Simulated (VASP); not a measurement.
H11C2NO4: single point with PBE+D3(BJ)

System: H11C2NO4.

```xyz
18
Lattice="5.9155 0.0000 0.0000 0.0000 5.9155 0.0000 0.0000 0.0000 5.9155" Properties=species:S:1:pos:R:3 pbc="T T T"
O     3.9322    3.3604    2.7571
O     2.3796    1.3492    3.1739
O     2.5073    4.9218    4.4319
O    -0.0342    2.2324    4.3936
H     3.8485    3.6696    1.8381
H     3.3509    2.5278    2.8240
H     2.6032    0.5575    3.7386
H     1.7738    0.9324    2.5103
H     1.5800    4.6632    4.2801
H     3.0285    4.3385    3.8096
H    -0.5588    2.5863    3.6370
H     0.8368    1.9804    4.0139
H     3.9976    4.9667    5.9530
H     5.2977    5.4270    4.8413
H     5.3459    3.7996    5.6080
C     5.0786    4.8621    5.7721
C     5.8368    5.4228    6.8467
N     6.4562    5.8696    7.7191
```

- Program: VASP 6.6.1
- Task: single point
- Functional: PBE
- Dispersion: D3(BJ)
- Potentials or basis: VASP PAW PBE potentials, release 64 (O_h, H_h, C_h, N_h)
- Cutoff: 1000 eV
- k mesh: 1 × 1 × 1
- Occupations: fermi-dirac, width 0.05 eV
- Spin: no spin polarisation
- Dipole correction: no
- Further INCAR settings: LREAL = Auto; ALGO = Normal; EDIFF = 1e-06; NBANDS = 39

```yaml
Pressure: 0.3 GPa
Largest_force: 0.303 eV/Å
Dispersion_energy_per_atom: -0.037 eV
```

Forces in eV/Å, atoms in the order of the input:
```
O   -0.132  0.040 -0.206
O    0.049  0.061  0.022
O   -0.296 -0.045 -0.049
O   -0.048  0.120 -0.165
H    0.065 -0.117  0.176
H    0.027 -0.017 -0.023
H    0.016  0.009  0.013
H   -0.066  0.001 -0.011
H    0.140 -0.027  0.013
H    0.013  0.004 -0.012
H    0.132 -0.089  0.186
H   -0.004 -0.031  0.019
H    0.050  0.011 -0.025
H   -0.021  0.008  0.032
H   -0.018  0.083  0.025
C    0.096  0.001  0.064
C   -0.014 -0.031 -0.100
N    0.012  0.019  0.041
```

Stress tensor (GPa, compression positive):
```
0.52 0.18 0.85
0.18 0.20 0.60
0.85 0.60 0.22
```

Levels at points of the mesh, in eV from the Fermi level:
```tsv
k point	band 21	band 22	band 23	band 24	band 25	band 26	band 27	band 28
(0.00, 0.00, 0.00)	-2.36	-2.00	-1.84	-1.23	3.66	4.80	4.92	6.90
```

It took 40 s on 1 thread of Intel(R) Xeon(R) Platinum 8488C (Sapphire Rapids), on a shared host, peak memory 0.54 GiB.

Caveat: the k points lie up to 1.06 Å⁻¹ apart, too coarse for converged energies, forces and pressures.
